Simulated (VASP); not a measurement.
# PbS in VASP: a series of runs

PbS is run at these levels: PBE+D3(BJ); tasks: single point.

Program: VASP 6.6.1. These are calculated values, not measurements. Logs are shortened: lines on timing, memory, paths and dates and some standing lists are left out, and cuts for length are marked.

## (1) The cell of the first run

The cell holds a slab with vacuum, 4 atoms: a = 10.959 Å, b = 4.123 Å, c = 4.123 Å, α = 89.97°, β = 90.00°, γ = 90.00°.

## (2) Single point, PBE+D3(BJ) (strain -0.030 along x and y, -0.030 along z)

The input, INCAR:

```
  PREC = Accurate
  ENCUT = 520
  EDIFF = 1E-6
  ISMEAR = 0
  SIGMA = 0.05
  LREAL = False
  LASPH = True
  NELM = 80
  ALGO = Normal
  ISIF = 2
  LWAVE = False
  LCHARG = False
  GGA = PE
  IVDW = 12
  NBANDS = 28
```

The input, KPOINTS:

```
Automatic mesh
0
Gamma
  4 6 6
```

The input, POSCAR:

```
PbS
1.0
   10.9593287676      0.0000000000      0.0000000000
    0.0000000000      2.9142437791      2.9159953663
    0.0000000000     -2.9142437791      2.9159953663
Pb S
2 2
Direct
    0.6245814000      0.2566380300      0.7566380300
    0.3754186000      0.7566380300      0.2566380300
    0.6136752500      0.7643619700      0.2643619700
    0.3863247500      0.2643619700      0.7643619700
```

Potentials or basis: VASP PAW PBE potentials, release 64 (Pb_d, S).

Started as:

```bash
$ cat potpaw_PBE.64/Pb_d/POTCAR potpaw_PBE.64/S/POTCAR > POTCAR
$ mpirun -np 1 vasp_std > vasp.out
```

OUTCAR:

```text
PREC = Accurate
   ENCUT = 520
   EDIFF = 1E-6
   ISMEAR = 0
   LREAL = False
   LASPH = True
   NELM = 80
   ISIF = 2
   GGA = PE
   IVDW = 12
 IVDW          = 12

 ion  position               nearest neighbor table
   1  0.625  0.257  0.757-   4 2.61   3 2.87   3 2.92   3 2.92   3 2.96   2 3.99   2 3.99   2 3.99
                             2 3.99
   2  0.375  0.757  0.257-   3 2.61   4 2.87   4 2.92   4 2.92   4 2.96   1 3.99   1 3.99   1 3.99
                             1 3.99
   3  0.614  0.764  0.264-   2 2.61   1 2.87   1 2.92   1 2.92   1 2.96
   4  0.386  0.264  0.764-   1 2.61   2 2.87   2 2.92   2 2.92   2 2.96

  LATTYP: Found a base centered orthorhombic cell.
 ALAT       =     5.8284875582
 B/A-ratio  =     1.0006010435
 C/A-ratio  =     1.8803040511

  Lattice vectors:

 A1 = (   0.0000000000,   2.9142437791,  -2.9159953663)
 A2 = (   0.0000000000,   2.9142437791,   2.9159953663)
 A3 = (  10.9593287676,   0.0000000000,   0.0000000000)

Analysis of symmetry for initial positions (statically):
=====================================================================
 Subroutine PRICEL returns:
 Original cell was already a primitive cell.

 Routine SETGRP: Setting up the symmetry group for a
 base centered orthorhombic supercell.

 Subroutine GETGRP returns: Found  4 space group operations
 (whereof  2 operations were pure point group operations)
 out of a pool of  8 trial point group operations.

The static configuration has the point symmetry C_2 .
 The point group associated with its full space group is C_2v.

Analysis of symmetry for dynamics (positions and initial velocities):
=====================================================================
 Subroutine PRICEL returns:
 Original cell was already a primitive cell.

 Routine SETGRP: Setting up the symmetry group for a
 base centered orthorhombic supercell.

 Subroutine GETGRP returns: Found  4 space group operations
 (whereof  2 operations were pure point group operations)
 out of a pool of  8 trial point group operations.

The dynamic configuration has the point symmetry C_2 .
 The point group associated with its full space group is C_2v.

 Subroutine INISYM returns: Found  4 space group operations
 (whereof  2 operations are pure point group operations),
 and found     1 'primitive' translations

----------------------------------------------------------------------------------------

                                     Primitive cell

  volume of cell :     186.2630

  direct lattice vectors                    reciprocal lattice vectors
    10.959328768  0.000000000  0.000000000     0.091246464  0.000000000  0.000000000
     0.000000000  2.914243779  2.915995366     0.000000000  0.171571096  0.171468037
     0.000000000 -2.914243779  2.915995366     0.000000000 -0.171571096  0.171468037

  length of vectors
    10.959328768  4.122601822  4.122601822     0.091246464  0.242565308  0.242565308

  position of ions in fractional coordinates (direct lattice)
     0.624581400  0.256638030  0.756638030
     0.375418600  0.756638030  0.256638030
     0.613675250  0.764361970  0.264361970
     0.386324750  0.264361970  0.764361970

  ion indices of the primitive-cell ions
   primitive index   ion index
                 1           1
                 2           2
                 3           3
                 4           4

----------------------------------------------------------------------------------------

 KPOINTS: Automatic mesh

Automatic generation of k-mesh.
 Grid dimensions read from file:
 generate k-points for:    4    6    6

 Generating k-lattice:

  Cartesian coordinates                     Fractional coordinates (reciprocal lattice)
     0.022811616  0.000000000  0.000000000     0.250000000  0.000000000  0.000000000
     0.000000000  0.028595183  0.028578006     0.000000000  0.166666667  0.000000000
     0.000000000 -0.028595183  0.028578006     0.000000000  0.000000000  0.166666667

  Length of vectors
     0.022811616  0.040427551  0.040427551

  Shift w.r.t. Gamma in fractional coordinates (k-lattice)
     0.000000000  0.000000000  0.000000000

 Subroutine IBZKPT returns following result:
 ===========================================

 Found     39 irreducible k-points:

 Following reciprocal coordinates:
            Coordinates               Weight
  0.000000  0.000000  0.000000      1.000000
  0.250000  0.000000  0.000000      2.000000
  0.500000  0.000000  0.000000      1.000000
  0.000000  0.166667  0.000000      4.000000
  0.250000  0.166667  0.000000      8.000000
  0.500000  0.166667  0.000000      4.000000
[... 16 lines left out ...]
  0.250000 -0.333333  0.166667      8.000000
  0.500000 -0.333333  0.166667      4.000000
 [... further k-points ...]
   k-points           NKPTS =     39   k-points in BZ     NKDIM =     39   number of bands    NBANDS=     28
   number of dos      NEDOS =    301   number of ions     NIONS =      4
   total plane-waves  NPLWV =  86016
   dimension x,y,z NGX =    84 NGY =   32 NGZ =   32
   dimension x,y,z NGXF=   168 NGYF=   64 NGZF=   64
   ions per type =               2   2
   NGX,Y,Z   is equivalent  to a cutoff of  12.74, 12.90, 12.90 a.u.
   NGXF,Y,Z  is equivalent  to a cutoff of  25.48, 25.81, 25.81 a.u.
 SYSTEM =  unknown system
   PREC   = accura    normal or accurate (medium, high low for compatibility)
   ISTART =      0    job   : 0-new  1-cont  2-samecut
   ICHARG =      2    charge: 1-file 2-atom 10-const
   ISPIN  =      1    spin polarized calculation?
   LNONCOLLINEAR =      F non collinear calculations
   LSORBIT =      F    spin-orbit coupling
   LASPH  =      T    aspherical Exc in radial PAW
   ENCUT  =  520.0 eV  38.22 Ry    6.18 a.u.  20.38  7.67  7.67*2*pi/ulx,y,z
   NELM   =     80;   NELMIN=  2; NELMDL= -5     # of ELM steps
   EDIFF  = 0.1E-05   stopping-criterion for ELM
   LREAL  =      F    real-space projection
   EDIFFG = 0.1E-04   stopping-criterion for IOM
   NSW    =      0    number of steps for IOM
   IBRION =     -1    ionic relax: 0-MD 1-quasi-New 2-CG
   NFREE  =      0    steps in history (QN), initial steepest desc. (CG)
   ISIF   =      2    stress and relaxation
   ISYM   =      2    0-nonsym 1-usesym 2-fastsym
   POTIM  = 0.5000    time-step for ionic-motion
   TEBEG  =    0.0;   TEEND  =   0.0 temperature during run
   PSTRESS=    0.0 pullay stress
   NELECT =      40.0000    total number of electrons
   NUPDOWN=      -1.0000    fix difference up-down
   EMIN   =  10.00;   EMAX   =-10.00  energy-range for DOS
   EFERMI =   0.00;   METHOD = LEGACY
   ISMEAR =     0;   SIGMA  =   0.05  broadening in eV -4-tet -1-fermi 0-gaus
   EFERMI_NEDOS =   21; number of points for ismear=-14 and -15
   IALGO  =     38    algorithm
   IMIX   =      4    mixing-type and parameters
     AMIX     =   0.40;   BMIX     =  1.00
     AMIX_MAG =   1.60;   BMIX_MAG =  1.00
  volume/ion in A,a.u.               =      46.57       314.24
  Fermi-wavevector in a.u.,A,eV,Ry     =   0.980361  1.852613 13.076659  0.961107
  Thomas-Fermi vector in A             =   2.111285
   LORBIT       =      0    0 simple, 1 ext, 2 COOP (PROOUT), +10 PAW based schemes
   GGA     = PE    functional components
   LHFCALC =     F    Hartree Fock is set to
   AEXX    =    0.0000 exact exchange contribution
   IVDW    =    12    specifies the selected vdW correction
   LEPSILON=     F    determine dielectric tensor
   LRPA    =     F    only Hartree local field effects (RPA)
 non-spin polarized calculation
 Gauss-broadening in eV      SIGMA  =   0.05
  energy-cutoff  :      520.00
  volume of cell :      186.26
 maximum number of plane-waves:      5051
 NGX is ok and might be reduce to    84
   NGX = 41   NGY = 15   NGZ = 15

 number of electron      39.9999998 magnetization

 Free energy of the ion-electron system (eV)
  ---------------------------------------------------
  ext. energy  EPLUGINS =         0.00000000
  ---------------------------------------------------
  free energy    TOTEN  =       -17.16040209 eV

  energy without entropy =      -17.16040209  energy(sigma->0) =      -17.16040209

 E-fermi :   1.0642     XC(G=0):  -6.1525

 val. band max:        0.8454048370   @ k =   0.5000   0.3333   0.0000
 cond. band min:       2.7874995087   @ k =   0.5000   0.0000   0.0000
 fundamental gap:      1.9420946716
 Fermi energy:         1.0642490421

 k-point     1 :       0.0000    0.0000    0.0000
  band No.  band energies     occupation
      1     -15.4178      2.00000
      2     -15.2507      2.00000
      3     -15.2312      2.00000
      4     -15.2251      2.00000
      5     -15.2048      2.00000
      6     -15.1988      2.00000
[... 20 lines left out ...]
     27       7.6344      0.00000
     28       7.6504      0.00000

 k-point     2 :       0.2500    0.0000    0.0000
  band No.  band energies     occupation
      1     -15.4178      2.00000
      2     -15.2507      2.00000
      3     -15.2312      2.00000
      4     -15.2251      2.00000
      5     -15.2048      2.00000
      6     -15.1988      2.00000
[... 20 lines left out ...]
     27       7.6336      0.00000
     28       7.6476      0.00000

 k-point     3 :       0.5000    0.0000    0.0000
  band No.  band energies     occupation
      1     -15.4178      2.00000
      2     -15.2507      2.00000
      3     -15.2312      2.00000
      4     -15.2251      2.00000
      5     -15.2048      2.00000
      6     -15.1988      2.00000
[... 20 lines left out ...]
     27       7.4195      0.00000
     28       7.6469      0.00000

 k-point     4 :       0.0000    0.1667    0.0000
  band No.  band energies     occupation
      1     -15.3951      2.00000
      2     -15.2398      2.00000
      3     -15.2352      2.00000
      4     -15.2152      2.00000
      5     -15.2145      2.00000
      6     -15.2076      2.00000
[... 578 lines left out ...]
     27       6.3461      0.00000
     28       7.4207      0.00000

 k-point    23 :       0.2500   -0.3333    0.1667
  band No.  band energies     occupation
      1     -15.3507      2.00000
      2     -15.2828      2.00000
      3     -15.2265      2.00000
      4     -15.2261      2.00000
      5     -15.2160      2.00000
      6     -15.1943      2.00000
[... 20 lines left out ...]
     27       6.4674      0.00000
     28       7.4665      0.00000

 k-point    24 :       0.5000   -0.3333    0.1667
  band No.  band energies     occupation
      1     -15.3507      2.00000
      2     -15.2828      2.00000
      3     -15.2265      2.00000
      4     -15.2261      2.00000
      5     -15.2160      2.00000
      6     -15.1943      2.00000
[... 20 lines left out ...]
     27       6.7159      0.00000
     28       7.5166      0.00000

 [... further k-points ...]

------------------------ aborting loop because EDIFF is reached ----------------------------------------

 Edisp (eV)   -0.98297

 E8    (eV) :    -0.4574

  FORCE on cell =-STRESS in cart. coord.  units (eV):
  Direction    XX          YY          ZZ          XY          YZ          ZX
  --------------------------------------------------------------------------------------
  -------------------------------------------------------------------------------------
  Total       2.49856     2.49093     2.49569     0.00000     0.00000     0.00000
  in kB      21.49187    21.42619    21.46720     0.00000     0.00000     0.00000
  external pressure =       21.46 kB  Pullay stress =        0.00 kB

 VOLUME and BASIS-vectors are now :
 -----------------------------------------------------------------------------
  energy-cutoff  :      520.00
  volume of cell :      186.26
      direct lattice vectors                 reciprocal lattice vectors
    10.959328768  0.000000000  0.000000000     0.091246464  0.000000000  0.000000000
     0.000000000  2.914243779  2.915995366     0.000000000  0.171571096  0.171468037
     0.000000000 -2.914243779  2.915995366     0.000000000 -0.171571096  0.171468037

 POSITION                                       TOTAL-FORCE (eV/Angst)
 -----------------------------------------------------------------------------------
      6.84499     -1.45712      2.95471         0.637718      0.000000      0.046998
      4.11434      1.45712      2.95471        -0.637718      0.000000      0.046998
      6.72547      1.45712      2.99975         0.378148      0.000000     -0.046998
      4.23386     -1.45712      2.99975        -0.378148      0.000000     -0.046998
 -----------------------------------------------------------------------------------
    total drift:                                0.000000     -0.000001     -0.000046

  FREE ENERGIE OF THE ION-ELECTRON SYSTEM (eV)
  ---------------------------------------------------
  free  energy   TOTEN  =       -18.1433741358 eV

  energy  without entropy=      -18.1433741358  energy(sigma->0) =      -18.14337414
```

Run time: 5 min. Hardware: 1 thread of Intel Xeon 8259CL, shared host; peak memory 0.39 GiB.

What came out:

| Property | Result |
| --- | --- |
| Free energy | -18.1434 eV |
| Largest force | 0.639 eV/Å |
| Band gap on the k mesh | 1.94 eV (least direct gap 2.13 eV) |
| Dispersion energy per atom | -0.246 eV |

Forces on the atoms (eV/Å):
```
Pb   0.638  0.000  0.047
Pb  -0.638  0.000  0.047
S    0.378  0.000 -0.047
S   -0.378  0.000 -0.047
```

Caveat: the cell differs from its parent crystal (strain -0.030 along x and y, -0.030 along z); there is no dipole correction, which matters where the two faces differ; spin-orbit coupling is left out, which moves the levels of the heavy elements.

## (3) Single point, PBE+D3(BJ) (strain +0.030 along x and y, +0.000 along z)

The input, INCAR:

```
  PREC = Accurate
  ENCUT = 520
  EDIFF = 1E-6
  ISMEAR = 0
  SIGMA = 0.05
  LREAL = F
  LASPH = T
  NELM = 60
  ALGO = Normal
  ISIF = 2
  LWAVE = F
  LCHARG = F
  GGA = PE
  IVDW = 12
  NBANDS = 28
```

The input, KPOINTS:

```
regular mesh
0
Gamma
  4 6 6
```

The input, POSCAR:

```
PbS
1.0
   11.6372253924      0.0000000000      0.0000000000
    0.0000000000      3.0945062809      3.0061807900
    0.0000000000     -3.0945062809      3.0061807900
Pb S
2 2
Direct
    0.6245814000      0.2566380300      0.7566380300
    0.3754186000      0.7566380300      0.2566380300
    0.6136752500      0.7643619700      0.2643619700
    0.3863247500      0.2643619700      0.7643619700
```

Potentials or basis: VASP PAW PBE potentials, release 64 (Pb_d, S).

Started as:

```bash
$ cat potpaw_PBE.64/Pb_d/POTCAR potpaw_PBE.64/S/POTCAR > POTCAR
$ mpirun -np 1 vasp_std > vasp.out
```

It took 6.2 min on 1 thread of Intel Xeon 8259CL, shared host; peak memory 0.42 GiB.

The run converged. Its results:

- Free energy: -18.1320 eV
- Largest force: 0.373 eV/Å
- Band gap on the k mesh: 1.98 eV
- Dispersion energy per atom: -0.224 eV

Forces in eV/Å, atoms in the order of the input:
```
Pb  -0.372  0.000 -0.009
Pb   0.372  0.000 -0.009
S   -0.327  0.000  0.009
S    0.327  0.000  0.009
```

Levels at points of the mesh, in eV from the valence-band top:
```tsv
k point	band 17	band 18	band 19	band 20	band 21	band 22	band 23	band 24
(0.00, 0.00, 0.00)	-1.94	-1.25	-1.02	-0.16	2.23	3.80	4.98	5.16
(0.50, 0.00, 0.00)	-1.94	-1.25	-1.02	-0.16	2.09	4.50	4.98	5.04
(0.00, 0.50, 0.00)	-0.78	-0.78	0.00	0.00	1.98	1.98	3.09	3.09
(0.50, 0.50, 0.00)	-0.78	-0.78	0.00	0.00	1.98	1.98	3.09	3.09
(0.00, 0.50, 0.50)	-2.43	-2.35	-1.26	-1.08	3.90	4.09	5.01	5.36
(0.50, 0.50, 0.50)	-2.43	-2.35	-1.26	-1.08	3.88	4.08	4.98	5.33
```

Caveat: the cell differs from its parent crystal (strain +0.030 along x and y, +0.000 along z); there is no dipole correction, which matters where the two faces differ; spin-orbit coupling is left out, which moves the levels of the heavy elements.
